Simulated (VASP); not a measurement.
# AgCl (Immm) in VASP: a series of runs

The runs below take AgCl through single point, with PBE, r2SCAN.

Everything below comes from runs of VASP 6.6.1. Logs are shortened: lines on timing, memory, paths and dates and some standing lists are left out, and cuts for length are marked.

## (1) The cell of the first run

It takes space group Immm (No. 71, orthorhombic). The conventional cell has a = 3.911 Å, b = 3.933 Å, c = 5.546 Å, α = 90.00°, β = 90.00°, γ = 90.00°. Within 3.7 Å of Ag (site symmetry mmm) lie 6 Cl at 2.77 Å. Cl (site symmetry mmm) has 6 Ag at 2.77 Å within 3.7 Å.

## (2) Single point, PBE (shear xy strain -0.6%)

INCAR reads:

```
SYSTEM = AgCl
PREC = Accurate
ENCUT = 520
EDIFF = 1E-7
ISMEAR = -1
SIGMA = 0.02
LREAL = .FALSE.
LASPH = .TRUE.
NELM = 80
ALGO = Normal
ISIF = 2
LWAVE = .FALSE.
LCHARG = .FALSE.
GGA = PE
NBANDS = 16
```

KPOINTS reads:

```
Automatic mesh
0
G
  8 8 8
  0 0 0
```

POSCAR reads:

```
AgCl
1.0
   -0.0080422331      2.7731838126      2.7731838126
    2.7731838126     -0.0080422331      2.7731838126
    2.7651415796      2.7651415796      0.0000000000
Ag Cl
1 1
Direct
    0.0000000000      0.0000000000      0.0000000000
    0.5000000000      0.5000000000      0.5000000000
```

Potentials or basis: VASP PAW PBE potentials, release 64 (Ag, Cl).

Run with:

```sh
$ cat potpaw_PBE.64/Ag/POTCAR potpaw_PBE.64/Cl/POTCAR > POTCAR
$ mpirun -np 1 vasp_std > vasp.out
```

OUTCAR:

```text
SYSTEM = AgCl
   PREC = Accurate
   ENCUT = 520
   EDIFF = 1E-7
   ISMEAR = -1
   LREAL = .FALSE.
   LASPH = .TRUE.
   NELM = 80
   ISIF = 2
   GGA = PE

 ion  position               nearest neighbor table
   1  0.000  0.000  0.000-   2 2.77   2 2.77   2 2.77   2 2.77   2 2.77   2 2.77
   2  0.500  0.500  0.500-   1 2.77   1 2.77   1 2.77   1 2.77   1 2.77   1 2.77

  LATTYP: Found a body centered orthorhombic cell.
 ALAT       =     3.9105007238
 B/A-ratio  =     1.0058168689
 C/A-ratio  =     1.4183267098

  Lattice vectors:

 A1 = (   0.0080422331,  -2.7731838126,  -2.7731838126)
 A2 = (  -0.0080422330,   2.7731838127,  -2.7731838126)
 A3 = (   2.7731838126,  -0.0080422331,   2.7731838126)

Analysis of symmetry for initial positions (statically):
=====================================================================
 Subroutine PRICEL returns:
 Original cell was already a primitive cell.

 Routine SETGRP: Setting up the symmetry group for a
 body centered orthorhombic supercell.

 Subroutine GETGRP returns: Found  8 space group operations
 (whereof  8 operations were pure point group operations)
 out of a pool of  8 trial point group operations.

The static configuration has the point symmetry D_2h.

Analysis of symmetry for dynamics (positions and initial velocities):
=====================================================================
 Subroutine PRICEL returns:
 Original cell was already a primitive cell.

 Routine SETGRP: Setting up the symmetry group for a
 body centered orthorhombic supercell.

 Subroutine GETGRP returns: Found  8 space group operations
 (whereof  8 operations were pure point group operations)
 out of a pool of  8 trial point group operations.

The dynamic configuration has the point symmetry D_2h.

 Subroutine INISYM returns: Found  8 space group operations
 (whereof  8 operations are pure point group operations),
 and found     1 'primitive' translations

----------------------------------------------------------------------------------------

                                     Primitive cell

  volume of cell :      42.6543

  direct lattice vectors                    reciprocal lattice vectors
    -0.008042233  2.773183813  2.773183813    -0.179776829  0.179776829  0.180298182
     2.773183813 -0.008042233  2.773183813     0.179776829 -0.179776829  0.180298182
     2.765141580  2.765141580  0.000000000     0.180822568  0.180822568 -0.180298182

  length of vectors
     3.921882404  3.921882404  3.910500724     0.311683896  0.311683896  0.312891413

  position of ions in fractional coordinates (direct lattice)
     0.000000000  0.000000000  0.000000000
     0.500000000  0.500000000  0.500000000

  ion indices of the primitive-cell ions
   primitive index   ion index
                 1           1
                 2           2

----------------------------------------------------------------------------------------

 KPOINTS: Automatic mesh

Automatic generation of k-mesh.
 Grid dimensions read from file:
 generate k-points for:    8    8    8

 Generating k-lattice:

  Cartesian coordinates                     Fractional coordinates (reciprocal lattice)
    -0.022472104  0.022472104  0.022537273     0.125000000  0.000000000  0.000000000
     0.022472104 -0.022472104  0.022537273     0.000000000  0.125000000  0.000000000
     0.022602821  0.022602821 -0.022537273     0.000000000  0.000000000  0.125000000

  Length of vectors
     0.038960487  0.038960487  0.039111427

  Shift w.r.t. Gamma in fractional coordinates (k-lattice)
     0.000000000  0.000000000  0.000000000

 Subroutine IBZKPT returns following result:
 ===========================================

 Found     95 irreducible k-points:

 Following reciprocal coordinates:
            Coordinates               Weight
  0.000000  0.000000  0.000000      1.000000
  0.125000  0.000000  0.000000      4.000000
  0.250000  0.000000  0.000000      4.000000
  0.375000  0.000000  0.000000      4.000000
  0.500000  0.000000  0.000000      2.000000
  0.125000  0.125000  0.000000      2.000000
[... 16 lines left out ...]
  0.125000 -0.000000  0.125000      4.000000
  0.250000 -0.000000  0.125000      8.000000
 [... further k-points ...]
   k-points           NKPTS =     95   k-points in BZ     NKDIM =     95   number of bands    NBANDS=     16
   number of dos      NEDOS =    301   number of ions     NIONS =      2
   total plane-waves  NPLWV =  27000
   dimension x,y,z NGX =    30 NGY =   30 NGZ =   30
   dimension x,y,z NGXF=    60 NGYF=   60 NGZF=   60
   ions per type =               1   1
   NGX,Y,Z   is equivalent  to a cutoff of  12.72, 12.72, 12.75 a.u.
   NGXF,Y,Z  is equivalent  to a cutoff of  25.43, 25.43, 25.51 a.u.
 SYSTEM =  AgCl
   PREC   = accura    normal or accurate (medium, high low for compatibility)
   ISTART =      0    job   : 0-new  1-cont  2-samecut
   ICHARG =      2    charge: 1-file 2-atom 10-const
   ISPIN  =      1    spin polarized calculation?
   LNONCOLLINEAR =      F non collinear calculations
   LSORBIT =      F    spin-orbit coupling
   LASPH  =      T    aspherical Exc in radial PAW
   ENCUT  =  520.0 eV  38.22 Ry    6.18 a.u.   7.29  7.29  7.27*2*pi/ulx,y,z
   NELM   =     80;   NELMIN=  2; NELMDL= -5     # of ELM steps
   EDIFF  = 0.1E-06   stopping-criterion for ELM
   LREAL  =      F    real-space projection
   EDIFFG = 0.1E-05   stopping-criterion for IOM
   NSW    =      0    number of steps for IOM
   IBRION =     -1    ionic relax: 0-MD 1-quasi-New 2-CG
   NFREE  =      0    steps in history (QN), initial steepest desc. (CG)
   ISIF   =      2    stress and relaxation
   ISYM   =      2    0-nonsym 1-usesym 2-fastsym
   POTIM  = 0.5000    time-step for ionic-motion
   TEBEG  =    0.0;   TEEND  =   0.0 temperature during run
   PSTRESS=    0.0 pullay stress
   NELECT =      18.0000    total number of electrons
   NUPDOWN=      -1.0000    fix difference up-down
   EMIN   =  10.00;   EMAX   =-10.00  energy-range for DOS
   EFERMI =   0.00;   METHOD = LEGACY
   ISMEAR =    -1;   SIGMA  =   0.02  broadening in eV -4-tet -1-fermi 0-gaus
   EFERMI_NEDOS =   21; number of points for ismear=-14 and -15
   IALGO  =     38    algorithm
   IMIX   =      4    mixing-type and parameters
     AMIX     =   0.40;   BMIX     =  1.00
     AMIX_MAG =   1.60;   BMIX_MAG =  1.00
  volume/ion in A,a.u.               =      21.33       143.92
  Fermi-wavevector in a.u.,A,eV,Ry     =   1.227943  2.320476 20.515465  1.507844
  Thomas-Fermi vector in A             =   2.362887
   LORBIT       =      0    0 simple, 1 ext, 2 COOP (PROOUT), +10 PAW based schemes
   GGA     = PE    functional components
   LHFCALC =     F    Hartree Fock is set to
   AEXX    =    0.0000 exact exchange contribution
   IVDW    =     0    specifies the selected vdW correction
   LEPSILON=     F    determine dielectric tensor
   LRPA    =     F    only Hartree local field effects (RPA)
 non-spin polarized calculation
  energy-cutoff  :      520.00
  volume of cell :       42.65
 maximum number of plane-waves:      1167
 NGX is ok and might be reduce to    30
   NGX = 15   NGY = 15   NGZ = 15

 number of electron      18.0000005 magnetization

 Free energy of the ion-electron system (eV)
  ---------------------------------------------------
  ext. energy  EPLUGINS =         0.00000000
  ---------------------------------------------------
  free energy    TOTEN  =        -5.39440699 eV

  energy without entropy =       -5.39440699  energy(sigma->0) =       -5.39440699

 E-fermi :   4.2856     XC(G=0):  -9.9652

 val. band max:        3.8220964552   @ k =  -0.0000  -0.0000   0.5000
 cond. band min:       4.7256789169   @ k =   0.0000   0.0000   0.0000
 fundamental gap:      0.9035824617
 Fermi energy:         4.2855734661

 k-point     1 :       0.0000    0.0000    0.0000
  band No.  band energies     occupation
      1     -11.3311      2.00000
      2       1.3735      2.00000
      3       1.3774      2.00000
      4       1.3822      2.00000
      5       1.4189      2.00000
      6       1.4191      2.00000
[... 8 lines left out ...]
     15      17.1124      0.00000
     16      17.1354      0.00000

 k-point     2 :       0.1250    0.0000    0.0000
  band No.  band energies     occupation
      1     -11.2716      2.00000
      2       0.6603      2.00000
      3       0.7236      2.00000
      4       0.7354      2.00000
      5       1.4319      2.00000
      6       1.4358      2.00000
[... 8 lines left out ...]
     15      15.8844      0.00000
     16      16.5780      0.00000

 k-point     3 :       0.2500    0.0000    0.0000
  band No.  band energies     occupation
      1     -11.1219      2.00000
      2      -0.3659      2.00000
      3       0.1507      2.00000
      4       0.1643      2.00000
      5       1.5559      2.00000
      6       1.5604      2.00000
[... 8 lines left out ...]
     15      16.1272      0.00000
     16      16.4459      0.00000

 k-point     4 :       0.3750    0.0000    0.0000
  band No.  band energies     occupation
      1     -10.9627      2.00000
      2      -1.1401      2.00000
      3      -0.2139      2.00000
      4      -0.1994      2.00000
      5       1.6849      2.00000
      6       1.6901      2.00000
[... 8 lines left out ...]
     15      16.9316      0.00000
     16      16.9857      0.00000
[... 324 lines left out ...]
 k-point    22 :      -0.0000   -0.0000    0.1250
  band No.  band energies     occupation
      1     -11.2709      2.00000
      2       0.6738      2.00000
      3       0.7168      2.00000
      4       0.7287      2.00000
      5       1.4287      2.00000
      6       1.4324      2.00000
[... 8 lines left out ...]
     15      15.8597      0.00000
     16      16.5466      0.00000

 k-point    23 :       0.1250   -0.0000    0.1250
  band No.  band energies     occupation
      1     -11.2535      2.00000
      2       0.1823      2.00000
      3       1.0128      2.00000
      4       1.0129      2.00000
      5       1.3296      2.00000
      6       1.4461      2.00000
[... 8 lines left out ...]
     15      17.7792      0.00000
     16      17.8556      0.00000

 k-point    24 :       0.2500   -0.0000    0.1250
  band No.  band energies     occupation
      1     -11.1396      2.00000
      2      -0.3873      2.00000
      3       0.4587      2.00000
      4       0.5317      2.00000
      5       1.3990      2.00000
      6       1.5774      2.00000
[... 8 lines left out ...]
     15      17.2802      0.00000
     16      17.8699      0.00000

 [... further k-points ...]
[... 5 lines left out ...]
  --------------------------------------------------------------------------------------
  -------------------------------------------------------------------------------------
  Total        0.3902892      0.3902892      0.3902155      0.0082364     -0.0000000     -0.0000000
  in kB       14.6600299     14.6600299     14.6572604      0.3093759     -0.0000000     -0.0000000
  external PRESSURE =      14.6591067 kB  Pullay stress =       0.0000000 kB

 VOLUME and BASIS-vectors are now :
 -----------------------------------------------------------------------------
  energy-cutoff  :      520.00
  volume of cell :       42.65
      direct lattice vectors                 reciprocal lattice vectors
    -0.008042233  2.773183813  2.773183813    -0.179776829  0.179776829  0.180298182
     2.773183813 -0.008042233  2.773183813     0.179776829 -0.179776829  0.180298182
     2.765141580  2.765141580  0.000000000     0.180822568  0.180822568 -0.180298182

 POSITION                                       TOTAL-FORCE (eV/Angst)
 -----------------------------------------------------------------------------------
      0.00000      0.00000      0.00000        -0.000000     -0.000000     -0.000000
      2.76514      2.76514      2.77318         0.000000      0.000000      0.000000
 -----------------------------------------------------------------------------------
    total drift:                               -0.000000      0.000000      0.000000

  FREE ENERGIE OF THE ION-ELECTRON SYSTEM (eV)
  ---------------------------------------------------
  free  energy   TOTEN  =        -5.3944069874 eV

  energy  without entropy=       -5.3944069874  energy(sigma->0) =       -5.39440699
```

Wall time 33 s (1 thread of AMD EPYC 9R14 (Zen 4), shared host); peak memory 0.18 GiB.

What came out:

```yaml
Free_energy: -5.3944 eV
Pressure: 1.5 GPa
Band_gap_on_the_k_mesh: 0.90 eV, indirect (least direct gap 3.18 eV)
```

Levels at points of the mesh, in eV from the valence-band top:
```csv
k point,band 7,band 8,band 9,band 10,band 11,band 12
"(0.00, 0.00, 0.00)",-2.34,-2.33,-2.31,0.90,10.82,10.85
"(0.50, 0.00, 0.00)",-1.77,-0.01,0.00,4.25,6.52,7.67
"(0.50, 0.50, 0.00)",-1.96,-1.96,-1.87,2.38,8.02,8.63
"(0.00, 0.00, 0.50)",-1.76,-0.01,0.00,4.23,6.54,7.63
"(0.50, 0.00, 0.50)",-1.96,-1.96,-1.87,2.38,8.02,8.63
```

Caveat: the cell differs from its parent crystal (shear xy strain -0.6%). A k mesh can miss the band edges.

## (3) Single point, r2SCAN (shear xy strain -0.6%)

POSCAR is that of step 2.

INCAR.step1 reads:

```
SYSTEM = AgCl
PREC = Accurate ; ENCUT = 520
ISMEAR = 0 ; SIGMA = 0.01
LREAL = .False. ; LASPH = .True.
NELM = 100 ; NBANDS = 16
GGA = PE ; ALGO = Normal
EDIFF = 1E-4 ; LWAVE = .True.
LCHARG = .False.
```

INCAR.step2 reads:

```
SYSTEM = AgCl
PREC = Accurate ; ENCUT = 520
EDIFF = 1E-6 ; ISMEAR = 0
SIGMA = 0.01 ; LREAL = .False.
LASPH = .True. ; NELM = 100
ALGO = Normal ; ISIF = 2
LWAVE = .False. ; LCHARG = .False.
METAGGA = R2SCAN ; LMIXTAU = .True.
NBANDS = 16 ; ISTART = 1
```

KPOINTS reads:

```
regular mesh
0
Gamma
  8 8 8
  0 0 0
```

Potentials or basis: VASP PAW PBE potentials, release 64 (Ag, Cl).

Run with:

```sh
$ cat potpaw_PBE.64/Ag/POTCAR potpaw_PBE.64/Cl/POTCAR > POTCAR
$ cp INCAR.step1 INCAR
$ mpirun -np 1 vasp_std > vasp.out
$ cp INCAR.step2 INCAR
$ mpirun -np 1 vasp_std > vasp.out
```

OUTCAR:

```text
SYSTEM = AgCl
   PREC = Accurate
   ENCUT = 520
   EDIFF = 1E-6
   ISMEAR = 0
   LREAL = .False.
   LASPH = .True.
   NELM = 100
   ISIF = 2
   METAGGA = R2SCAN
   ISTART = 1

 ion  position               nearest neighbor table
   1  0.000  0.000  0.000-   2 2.77   2 2.77   2 2.77   2 2.77   2 2.77   2 2.77
   2  0.500  0.500  0.500-   1 2.77   1 2.77   1 2.77   1 2.77   1 2.77   1 2.77

  LATTYP: Found a body centered orthorhombic cell.
 ALAT       =     3.9105007238
 B/A-ratio  =     1.0058168689
 C/A-ratio  =     1.4183267098

  Lattice vectors:
[... 646 lines left out ...]

  FORCE on cell =-STRESS in cart. coord.  units (eV):
  Direction    XX          YY          ZZ          XY          YZ          ZX
  --------------------------------------------------------------------------------------
  -------------------------------------------------------------------------------------
  Total       -0.0300766     -0.0300766     -0.0301759      0.0083653      0.0000000      0.0000000
  in kB       -1.1297355     -1.1297355     -1.1334646      0.3142178      0.0000000      0.0000000
  external PRESSURE =      -1.1309785 kB  Pullay stress =       0.0000000 kB

 VOLUME and BASIS-vectors are now :
 -----------------------------------------------------------------------------
  energy-cutoff  :      520.00
  volume of cell :       42.65
      direct lattice vectors                 reciprocal lattice vectors
    -0.008042233  2.773183813  2.773183813    -0.179776829  0.179776829  0.180298182
     2.773183813 -0.008042233  2.773183813     0.179776829 -0.179776829  0.180298182
     2.765141580  2.765141580  0.000000000     0.180822568  0.180822568 -0.180298182

 POSITION                                       TOTAL-FORCE (eV/Angst)
 -----------------------------------------------------------------------------------
      0.00000      0.00000      0.00000         0.000000      0.000000      0.000000
      2.76514      2.76514      2.77318        -0.000000      0.000000     -0.000000
 -----------------------------------------------------------------------------------
    total drift:                               -0.000000      0.000000      0.000000

  FREE ENERGIE OF THE ION-ELECTRON SYSTEM (eV)
  ---------------------------------------------------
  free  energy   TOTEN  =       -28.6431813213 eV

  energy  without entropy=      -28.6431813213  energy(sigma->0) =      -28.64318132
```

OSZICAR.step1:

```text
N       E                     dE             d eps       ncg     rms          rms(c)
DAV:   1     0.101048207851E+03    0.10105E+03   -0.86557E+03  3064   0.102E+03
DAV:   2    -0.170532408458E+01   -0.10275E+03   -0.94687E+02  3856   0.223E+02
DAV:   3    -0.554998149646E+01   -0.38447E+01   -0.38361E+01  3776   0.451E+01
DAV:   4    -0.557735684673E+01   -0.27375E-01   -0.27374E-01  3880   0.411E+00
DAV:   5    -0.557772203465E+01   -0.36519E-03   -0.36519E-03  3824   0.467E-01    0.616E+00
DAV:   6    -0.539890490691E+01    0.17882E+00   -0.24562E-01  3864   0.642E+00    0.400E+00
DAV:   7    -0.539494352970E+01    0.39614E-02   -0.95739E-02  3760   0.206E+00    0.197E+00
DAV:   8    -0.539426011063E+01    0.68342E-03   -0.46188E-03  3544   0.700E-01    0.314E-01
DAV:   9    -0.539433804860E+01   -0.77938E-04   -0.50060E-04  3816   0.278E-01
   1 F= -.53943380E+01 E0= -.53943380E+01  d E =-.160783E-79
```

It took 2.9 min on 1 thread of AMD EPYC 9R14 (Zen 4), shared host; peak memory 0.18 GiB.

Results:

* Free energy: -28.6432 eV
* Pressure: -0.1 GPa
* Band gap on the k mesh: 1.42 eV, indirect (least direct gap 3.70 eV)

Caveat: the cell differs from its parent crystal (shear xy strain -0.6%); the PAW data sets were made with another functional, which shifts forces and pressure a little. A k mesh can miss the band edges.
